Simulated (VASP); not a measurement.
# Si in VASP: single point with PBE+D3(BJ)

Aim: the single point of Si with PBE+D3(BJ).

Program: VASP 6.6.1. These are calculated values, not measurements. Logs are shortened: lines on timing, memory, paths and dates and some standing lists are left out, and cuts for length are marked.

## 1. The cell of the first run

The cell holds a slab with vacuum, 4 atoms: a = 3.848 Å, b = 3.848 Å, c = 18.442 Å, α = 90.00°, β = 90.00°, γ = 120.00°.

## 2. Single point, PBE+D3(BJ) (layers slid over each other)

File INCAR:

```
SYSTEM = Si
ALGO = Normal
DIPOL = 0.5 0.5 0.373
EDIFF = 1E-7
ENCUT = 520
GGA = PE
IDIPOL = 3
ISIF = 2
ISMEAR = 0
IVDW = 12
LASPH = .TRUE.
LCHARG = .FALSE.
LDIPOL = .TRUE.
LREAL = .FALSE.
LWAVE = .FALSE.
NBANDS = 16
NELM = 60
PREC = Accurate
SIGMA = 0.1
```

File KPOINTS:

```
k-points
0
G
  9 9 1
  0 0 0
```

File POSCAR:

```
Si
1.0
    3.8475254764      0.0000000000      0.0000000000
   -1.9237627382      3.3320548043      0.0000000000
    0.0000000000      0.0000000000     18.4415958250
Si
4
Direct
    0.3333333333      0.6666666667      0.2695427207
    0.6666666667      0.3333333333      0.2440135899
    0.8333333333      1.0000000000      0.5011277718
    0.5000000000      1.3333333333      0.4755986410
```

Potentials or basis: VASP PAW PBE potentials, release 64 (Si).

On the command line:

```console
$ cat potpaw_PBE.64/Si/POTCAR > POTCAR
$ mpirun -np 1 vasp_std > vasp.out
```

OUTCAR:

```text
SYSTEM = Si
   EDIFF = 1E-7
   ENCUT = 520
   GGA = PE
   ISIF = 2
   ISMEAR = 0
   IVDW = 12
   LASPH = .TRUE.
   LREAL = .FALSE.
   NELM = 60
   PREC = Accurate
 IVDW          = 12

 ion  position               nearest neighbor table
   1  0.333  0.667  0.270-   2 2.27   2 2.27   2 2.27
   2  0.667  0.333  0.244-   1 2.27   1 2.27   1 2.27
   3  0.833  0.000  0.501-   4 2.27   4 2.27   4 2.27
   4  0.500  0.333  0.476-   3 2.27   3 2.27   3 2.27

  LATTYP: Found a hexagonal cell.
 ALAT       =     3.8475254764
 C/A-ratio  =     4.7931055787

  Lattice vectors:

 A1 = (   3.8475254764,   0.0000000000,   0.0000000000)
 A2 = (  -1.9237627382,   3.3320548043,   0.0000000000)
 A3 = (   0.0000000000,   0.0000000000,  18.4415958250)

Analysis of symmetry for initial positions (statically):
=====================================================================
 Subroutine PRICEL returns:
 Original cell was already a primitive cell.

 Routine SETGRP: Setting up the symmetry group for a
 hexagonal supercell.

 Subroutine GETGRP returns: Found  1 space group operations
 (whereof  1 operations were pure point group operations)
 out of a pool of 24 trial point group operations.

The static configuration has the point symmetry C_1 .

Analysis of symmetry for dynamics (positions and initial velocities):
=====================================================================
 Subroutine PRICEL returns:
 Original cell was already a primitive cell.

 Routine SETGRP: Setting up the symmetry group for a
 hexagonal supercell.

 Subroutine GETGRP returns: Found  1 space group operations
 (whereof  1 operations were pure point group operations)
 out of a pool of 24 trial point group operations.

The dynamic configuration has the point symmetry C_1 .

 Subroutine INISYM returns: Found  1 space group operations
 (whereof  1 operations are pure point group operations),
 and found     1 'primitive' translations

----------------------------------------------------------------------------------------

                                     Primitive cell

  volume of cell :     236.4243

  direct lattice vectors                    reciprocal lattice vectors
     3.847525476  0.000000000  0.000000000     0.259907311  0.150057556  0.000000000
    -1.923762738  3.332054804  0.000000000     0.000000000  0.300115112  0.000000000
[... 97 lines left out ...]
   POTIM  = 0.5000    time-step for ionic-motion
   TEBEG  =    0.0;   TEEND  =   0.0 temperature during run
   PSTRESS=    0.0 pullay stress
   NELECT =      16.0000    total number of electrons
   NUPDOWN=      -1.0000    fix difference up-down
   EMIN   =  10.00;   EMAX   =-10.00  energy-range for DOS
   EFERMI =   0.00;   METHOD = LEGACY
   ISMEAR =     0;   SIGMA  =   0.10  broadening in eV -4-tet -1-fermi 0-gaus
   EFERMI_NEDOS =   21; number of points for ismear=-14 and -15
   IALGO  =     38    algorithm
   IMIX   =      4    mixing-type and parameters
     AMIX     =   0.40;   BMIX     =  1.00
     AMIX_MAG =   1.60;   BMIX_MAG =  1.00
  volume/ion in A,a.u.               =      59.11       398.87
  Fermi-wavevector in a.u.,A,eV,Ry     =   0.667141  1.260713  6.055637  0.445077
  Thomas-Fermi vector in A             =   1.741657
   LORBIT       =      0    0 simple, 1 ext, 2 COOP (PROOUT), +10 PAW based schemes
   GGA     = PE    functional components
   LHFCALC =     F    Hartree Fock is set to
   AEXX    =    0.0000 exact exchange contribution
   IVDW    =    12    specifies the selected vdW correction
   LEPSILON=     F    determine dielectric tensor
   LRPA    =     F    only Hartree local field effects (RPA)
 non-spin polarized calculation
 Gauss-broadening in eV      SIGMA  =   0.10
  energy-cutoff  :      520.00
  volume of cell :      236.42
 maximum number of plane-waves:      6399
 NGX is ok and might be reduce to    30
   NGX = 15   NGY = 15   NGZ = 69

 dipolmoment           0.000000      0.000000     -0.000004 electrons x Angstroem

 number of electron      16.0000002 magnetization

 dipolmoment           0.000000      0.000000      0.005447 electrons x Angstroem

 Free energy of the ion-electron system (eV)
  ---------------------------------------------------
  ext. energy  EPLUGINS =         0.00000000
  ---------------------------------------------------
  free energy    TOTEN  =       -19.17956864 eV

  energy without entropy =      -19.17917841  energy(sigma->0) =      -19.17937353

 E-fermi :  -1.0348     XC(G=0):  -4.2003

 val. band max:       -1.1749821118   @ k =   0.3333   0.3333   0.0000
 cond. band min:      -0.8945687892   @ k =   0.3333   0.3333   0.0000
 fundamental gap:      0.2804133226
 Fermi energy:        -1.0347739570

 k-point     1 :       0.0000    0.0000    0.0000
  band No.  band energies     occupation
      1     -12.1846      2.00000
      2     -12.0426      2.00000
      3      -4.7057      2.00000
      4      -3.7019      2.00000
      5      -2.2347      2.00000
      6      -2.2237      2.00000
[... 433 lines left out ...]
      3      -7.4362      2.00000
      4      -7.3233      2.00000
      5      -4.1236      2.00000
      6      -4.0378      2.00000
[... 8 lines left out ...]
     15       4.9076      0.00000
     16       5.1292      0.00000

 [... further k-points ...]

------------------------ aborting loop because EDIFF is reached ----------------------------------------

 vacuum level on the upper side and lower side of the slab       (xc-potential included)        -0.056        -0.125

 Edisp (eV)   -0.99392

 E8    (eV) :    -0.4228

  FORCE on cell =-STRESS in cart. coord.  units (eV):
  Direction    XX          YY          ZZ          XY          YZ          ZX
  --------------------------------------------------------------------------------------
  -------------------------------------------------------------------------------------
  Total      -0.16580    -0.15656    -0.90396    -0.04161     0.00112     0.01275
  in kB      -1.12355    -1.06093    -6.12586    -0.28195     0.00760     0.08639
  external pressure =       -2.77 kB  Pullay stress =        0.00 kB

 VOLUME and BASIS-vectors are now :
 -----------------------------------------------------------------------------
  energy-cutoff  :      520.00
  volume of cell :      236.42
      direct lattice vectors                 reciprocal lattice vectors
     3.847525476  0.000000000  0.000000000     0.259907311  0.150057556  0.000000000
    -1.923762738  3.332054804  0.000000000     0.000000000  0.300115112  0.000000000
     0.000000000  0.000000000 18.441595825     0.000000000  0.000000000  0.054225242

 POSITION                                       TOTAL-FORCE (eV/Angst)
 -----------------------------------------------------------------------------------
     -0.00000      2.22137      4.97080        -0.002896     -0.000815      0.161484
      1.92376      1.11068      4.50000        -0.000075      0.000010      0.059769
      3.20627      0.00000      9.24160         0.002672     -0.004174     -0.025726
      1.28251      1.11068      8.77080         0.000299      0.004979     -0.195527
 -----------------------------------------------------------------------------------
    total drift:                                0.000007      0.000001      0.000119

  FREE ENERGIE OF THE ION-ELECTRON SYSTEM (eV)
  ---------------------------------------------------
  free  energy   TOTEN  =       -20.1734905039 eV

  energy  without entropy=      -20.1731002788  energy(sigma->0) =      -20.17329539

 vacuum level on the upper side and lower side of the slab         3.570         3.499
```

OSZICAR:

```text
N       E                     dE             d eps       ncg     rms          rms(c)
DAV:   1     0.589356172021E+02    0.58936E+02   -0.48308E+03  1312   0.705E+02
DAV:   2    -0.147006194174E+02   -0.73636E+02   -0.66846E+02  1904   0.120E+02
DAV:   3    -0.196379954713E+02   -0.49374E+01   -0.48727E+01  1856   0.313E+01
[... 15 lines left out ...]
DAV:  19    -0.191795621167E+02   -0.21151E-04   -0.12920E-06  1536   0.330E-03    0.467E-03
DAV:  20    -0.191795675526E+02   -0.54359E-05   -0.42755E-07  1616   0.235E-03    0.770E-04
DAV:  21    -0.191795681089E+02   -0.55630E-06   -0.30212E-08  1528   0.864E-04    0.103E-03
DAV:  22    -0.191795685947E+02   -0.48582E-06   -0.14501E-08  1248   0.543E-04    0.337E-04
DAV:  23    -0.191795686380E+02   -0.43335E-07   -0.28236E-09  1464   0.282E-04
   1 F= -.20173491E+02 E0= -.20173295E+02  d E =-.390225E-03
```

Wall time 6.7 min (1 thread of Intel Xeon 8259CL, shared host); peak memory 0.4 GiB.

What came out:

* Free energy: -20.1735 eV
* Largest force: 0.196 eV/Å
* Band gap on the k mesh: 0.28 eV
* Dispersion energy per atom: -0.248 eV

Forces on the atoms (eV/Å):
```
Si  -0.003 -0.001  0.161
Si   0.000  0.000  0.060
Si   0.003 -0.004 -0.026
Si   0.000  0.005 -0.196
```

Caveat: the cell differs from its parent crystal (layers slid over each other).
